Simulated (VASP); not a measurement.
A run of VASP 6.6.1:

Contents of INCAR:

```
ALGO = Normal
EDIFF = 1E-6
ENCUT = 1230
GGA = CA
GGA_COMPAT = False
ISIF = 2
ISMEAR = -1
LASPH = True
LCHARG = False
LDAU = True
LDAUJ = 0 0
LDAUL = 2 -1
LDAUPRINT = 1
LDAUTYPE = 2
LDAUU = 2 0
LMAXMIX = 4
LREAL = False
LWAVE = False
NBANDS = 14
NELM = 200
PREC = Accurate
SIGMA = 0.05
```

File KPOINTS:

```
k-points
0
Gamma
  10 10 10
```

POSCAR

```
ZrB
1.0
    0.0000000000      2.4274894798      2.4274894798
    2.4274894798      0.0000000000      2.4274894798
    2.4274894798      2.4274894798      0.0000000000
Zr B
1 1
Direct
    0.0000000000      0.0000000000      0.0000000000
    0.5000000000      0.5000000000      0.5000000000
```

Potentials or basis: VASP PAW LDA potentials, release 64 (Zr_sv, B_h).

The run is started by

```sh
$ cat potpaw_LDA.64/Zr_sv/POTCAR potpaw_LDA.64/B_h/POTCAR > POTCAR
$ mpirun -np 1 vasp_std > vasp.out
```

Hardware: 1 thread of AMD EPYC 9R45 96-Core Processor (Zen 5), on a shared host.

**Question.** How long does it take, and how much memory?

**Answer.** It took 34 s on 1 thread of AMD EPYC 9R45 96-Core Processor (Zen 5), with other jobs on the host, peak memory 0.21 GiB. Counts: scf iterations 13, k points 47.
